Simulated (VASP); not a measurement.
# TiAl3 (Pm) in VASP: single point with PBEsol

Aim: the single point of TiAl3 with PBEsol.

Everything below comes from runs of VASP 6.6.1. Logs are shortened: lines on timing, memory, paths and dates and some standing lists are left out, and cuts for length are marked.

### Step 1. The cell of the first run

Symmetry: Pm, No. 6, monoclinic system. The conventional cell has a = 3.948 Å, b = 3.948 Å, c = 3.948 Å, α = 90.00°, β = 90.00°, γ = 90.00°. Within 2.9 Å of Ti (site symmetry m) lie 6 Al at 2.17 to 2.66 Å. Within 2.9 Å of Al (site symmetry m) lie 2 Ti at 2.17 to 2.66 Å and 8 Al at 2.79 Å. Al (site symmetry m) has 2 Ti at 2.42 Å and 8 Al at 2.79 Å within 3.2 Å. Al (site symmetry m) has 4 Ti at 2.66 to 3.07 Å and 8 Al at 2.79 Å within 3.5 Å.

### Step 2. Single point, PBEsol (atom 1 (Ti) moved by (-0.600, -0.300) A along x and y)

Input file INCAR:

```
SYSTEM = TiAl3
PREC = Accurate
ENCUT = 520
EDIFF = 1E-6
ISMEAR = 0
SIGMA = 0.15
LREAL = .FALSE.
LASPH = .TRUE.
NELM = 80
ALGO = Fast
ISIF = 2
LWAVE = .FALSE.
LCHARG = .FALSE.
GGA = PS
NBANDS = 18
```

Input file KPOINTS:

```
Automatic mesh
0
G
  12 12 12
  0 0 0
```

Input file POSCAR:

```
TiAl3
1.0
    3.9483448101      0.0000000000      0.0000000000
    0.0000000000      3.9483448101      0.0000000000
    0.0000000000      0.0000000000      3.9483448101
Ti Al
1 3
Direct
   -0.1519624118     -0.0759812059      0.0000000000
    0.5000000000      0.5000000000      0.0000000000
    0.5000000000      0.0000000000      0.5000000000
    0.0000000000      0.5000000000      0.5000000000
```

Potentials or basis: VASP PAW PBE potentials, release 64 (Ti_sv, Al).

The run is started by

```sh
$ cat potpaw_PBE.64/Ti_sv/POTCAR potpaw_PBE.64/Al/POTCAR > POTCAR
$ mpirun -np 1 vasp_std > vasp.out
```

OUTCAR:

```text
SYSTEM = TiAl3
   PREC = Accurate
   ENCUT = 520
   EDIFF = 1E-6
   ISMEAR = 0
   LREAL = .FALSE.
   LASPH = .TRUE.
   NELM = 80
   ISIF = 2
   GGA = PS

 ion  position               nearest neighbor table
   1  0.848  0.924  0.000-   2 2.17   3 2.42   3 2.42   4 2.66   2 2.66   4 2.66   4 3.07   4 3.07
                             2 3.07
   2  0.500  0.500  0.000-   1 2.17   1 2.66   4 2.79   3 2.79   4 2.79   3 2.79   3 2.79   3 2.79
                             4 2.79   4 2.79   1 3.07
   3  0.500  0.000  0.500-   1 2.42   1 2.42   4 2.79   2 2.79   2 2.79   2 2.79   4 2.79   2 2.79
                             4 2.79   4 2.79
   4  0.000  0.500  0.500-   1 2.66   1 2.66   3 2.79   2 2.79   2 2.79   3 2.79   2 2.79   3 2.79
                             2 2.79   3 2.79   1 3.07   1 3.07

  LATTYP: Found a simple cubic cell.
 ALAT       =     3.9483448101

  Lattice vectors:

 A1 = (   3.9483448101,   0.0000000000,   0.0000000000)
 A2 = (   0.0000000000,   3.9483448101,   0.0000000000)
 A3 = (   0.0000000000,   0.0000000000,   3.9483448101)

Analysis of symmetry for initial positions (statically):
=====================================================================
 Subroutine PRICEL returns:
 Original cell was already a primitive cell.

 Routine SETGRP: Setting up the symmetry group for a
 simple cubic supercell.

 Subroutine GETGRP returns: Found  2 space group operations
 (whereof  2 operations were pure point group operations)
 out of a pool of 48 trial point group operations.

The static configuration has the point symmetry C_1h.

Analysis of symmetry for dynamics (positions and initial velocities):
=====================================================================
 Subroutine PRICEL returns:
 Original cell was already a primitive cell.

 Routine SETGRP: Setting up the symmetry group for a
 simple cubic supercell.

 Subroutine GETGRP returns: Found  2 space group operations
 (whereof  2 operations were pure point group operations)
 out of a pool of 48 trial point group operations.

The dynamic configuration has the point symmetry C_1h.

 Subroutine INISYM returns: Found  2 space group operations
 (whereof  2 operations are pure point group operations),
 and found     1 'primitive' translations

----------------------------------------------------------------------------------------

                                     Primitive cell

  volume of cell :      61.5524

[... 88 lines left out ...]
   LSORBIT =      F    spin-orbit coupling
   LASPH  =      T    aspherical Exc in radial PAW
   ENCUT  =  520.0 eV  38.22 Ry    6.18 a.u.   7.34  7.34  7.34*2*pi/ulx,y,z
   NELM   =     80;   NELMIN=  2; NELMDL= -5     # of ELM steps
   EDIFF  = 0.1E-05   stopping-criterion for ELM
   LREAL  =      F    real-space projection
   EDIFFG = 0.1E-04   stopping-criterion for IOM
   NSW    =      0    number of steps for IOM
   IBRION =     -1    ionic relax: 0-MD 1-quasi-New 2-CG
   NFREE  =      0    steps in history (QN), initial steepest desc. (CG)
   ISIF   =      2    stress and relaxation
   ISYM   =      2    0-nonsym 1-usesym 2-fastsym
   POTIM  = 0.5000    time-step for ionic-motion
   TEBEG  =    0.0;   TEEND  =   0.0 temperature during run
   PSTRESS=    0.0 pullay stress
   NELECT =      21.0000    total number of electrons
   NUPDOWN=      -1.0000    fix difference up-down
   EMIN   =  10.00;   EMAX   =-10.00  energy-range for DOS
   EFERMI =   0.00;   METHOD = LEGACY
   ISMEAR =     0;   SIGMA  =   0.15  broadening in eV -4-tet -1-fermi 0-gaus
   EFERMI_NEDOS =   21; number of points for ismear=-14 and -15
   IALGO  =     68    algorithm
   IMIX   =      4    mixing-type and parameters
     AMIX     =   0.40;   BMIX     =  1.00
     AMIX_MAG =   1.60;   BMIX_MAG =  1.00
  volume/ion in A,a.u.               =      15.39       103.84
  Fermi-wavevector in a.u.,A,eV,Ry     =   1.143930  2.161715 17.804261  1.308576
  Thomas-Fermi vector in A             =   2.280624
   LORBIT       =      0    0 simple, 1 ext, 2 COOP (PROOUT), +10 PAW based schemes
   GGA     = PS    functional components
   LHFCALC =     F    Hartree Fock is set to
   AEXX    =    0.0000 exact exchange contribution
   IVDW    =     0    specifies the selected vdW correction
   LEPSILON=     F    determine dielectric tensor
   LRPA    =     F    only Hartree local field effects (RPA)
 non-spin polarized calculation
 RMM-DIIS sequential band-by-band and
 Gauss-broadening in eV      SIGMA  =   0.15
  energy-cutoff  :      520.00
  volume of cell :       61.55
 maximum number of plane-waves:      1683
 NGX is ok and might be reduce to    30
   NGX = 15   NGY = 15   NGZ = 15

 number of electron      20.9999997 magnetization

 Free energy of the ion-electron system (eV)
  ---------------------------------------------------
  ext. energy  EPLUGINS =         0.00000000
  ---------------------------------------------------
  free energy    TOTEN  =       -19.74921906 eV

  energy without entropy =      -19.72358083  energy(sigma->0) =      -19.73639994

 E-fermi :   8.8236     XC(G=0): -10.8672

 val. band max:        8.8226268344   @ k =   0.5000   0.0000   0.2500
 cond. band min:       8.8253555720   @ k =   0.5000   0.0000   0.0833
 fundamental gap:      0.0027287376
 Fermi energy:         8.8235510437

 k-point     1 :       0.0000    0.0000    0.0000
  band No.  band energies     occupation
      1     -47.3814      2.00000
      2     -23.9243      2.00000
      3     -23.8422      2.00000
      4     -23.7998      2.00000
      5      -1.7285      2.00000
      6       5.6076      2.00000
[... 481 lines left out ...]
      5      -1.3944      2.00000
      6       4.4341      2.00000
[... 10 lines left out ...]
     17      14.4009      0.00000
     18      14.4345      0.00000

 [... further k-points ...]
[... 5 lines left out ...]
  --------------------------------------------------------------------------------------
  -------------------------------------------------------------------------------------
  Total        6.0509332      6.1784661      4.5677508      3.9385122      0.0000000      0.0000000
  in kB      157.5025994    160.8222116    118.8961436    102.5173953      0.0000000      0.0000000
  external PRESSURE =     145.7403182 kB  Pullay stress =       0.0000000 kB

 VOLUME and BASIS-vectors are now :
 -----------------------------------------------------------------------------
  energy-cutoff  :      520.00
  volume of cell :       61.55
      direct lattice vectors                 reciprocal lattice vectors
     3.948344810  0.000000000  0.000000000     0.253270686  0.000000000  0.000000000
     0.000000000  3.948344810  0.000000000     0.000000000  0.253270686  0.000000000
     0.000000000  0.000000000  3.948344810     0.000000000  0.000000000  0.253270686

 POSITION                                       TOTAL-FORCE (eV/Angst)
 -----------------------------------------------------------------------------------
      3.34834      3.64834      0.00000         6.793345      4.428275      0.000000
      1.97417      1.97417      0.00000        -3.747510     -3.446050      0.000000
      1.97417      0.00000      1.97417        -2.500215     -0.025040      0.000000
      0.00000      1.97417      1.97417        -0.545620     -0.957185      0.000000
 -----------------------------------------------------------------------------------
    total drift:                                0.009224      0.005746     -0.000000

  FREE ENERGIE OF THE ION-ELECTRON SYSTEM (eV)
  ---------------------------------------------------
  free  energy   TOTEN  =       -19.7492190576 eV

  energy  without entropy=      -19.7235808271  energy(sigma->0) =      -19.73639994
```

It took 19 min on 1 thread of Intel Xeon Platinum 8259CL at 2.50GHz (Skylake/Cascade Lake), shared host; peak memory 0.59 GiB.

Results:

```
Free energy   : -19.7492 eV
Pressure      : 14.6 GPa
Largest force : 8.109 eV/Å
```

Forces on the atoms (eV/Å):
```
Ti   6.793  4.428  0.000
Al  -3.748 -3.446  0.000
Al  -2.500 -0.025  0.000
Al  -0.546 -0.957  0.000
```

Caveat: the cell differs from its parent crystal (atom 1 (Ti) moved by (-0.600, -0.300) A along x and y); the PAW data sets were made with another functional, which shifts forces and pressure a little.
